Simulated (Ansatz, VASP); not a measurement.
# SnO2: VASP beside Ansatz

```
Sn O
1.0
    -2.10687    2.10687    5.38445
     2.10687   -2.10687    5.38445
     2.10687    2.10687   -5.38445
Sn O
2 4
Direct
  0.75000 0.25000 0.50000
  0.00000 0.00000 0.00000
  0.80345 0.80345 0.00000
  0.94655 0.44655 0.50000
  0.19655 0.19655 0.00000
  0.55345 0.05345 0.50000
```

Alike in both runs: functional PBEsol; k mesh 10 × 10 × 10; occupations gaussian, width 0.05 eV; no spin polarisation.

Ansatz relaxed the structure, and its values are those at the end. VASP's run is a single point on that final structure, the one shown.

|  | VASP | Ansatz |
| --- | --- | --- |
| version | VASP 6.6.1 | Ansatz 0.2.0 |
| potentials or method | VASP PAW PBE potentials, release 64 (Sn_d, O), cutoff 520 eV | scalar-relativistic, plane waves, PAW |
| valence electrons in the cell | 52 | 52 |

Ansatz gave:

| Item | Value |
| --- | --- |
| gap on the k mesh at the Fermi level (eV) | 0.44 |
| least direct gap on the mesh (eV) | 0.62 |
| pressure (GPa) | -15.6 |
| rms of the force components (eV/Å) | 0.004 |

Task: Which values does VASP return?

Result: gap on the k mesh at the Fermi level (eV): 0.43; least direct gap on the mesh (eV): 0.61; pressure (GPa): -15.3; rms of the force components (eV/Å): 0.019.

VASP's potentials were made for PBE, not for PBEsol, and Ansatz warns of the same on its side. Ansatz's warnings: stress scf threshold loose.
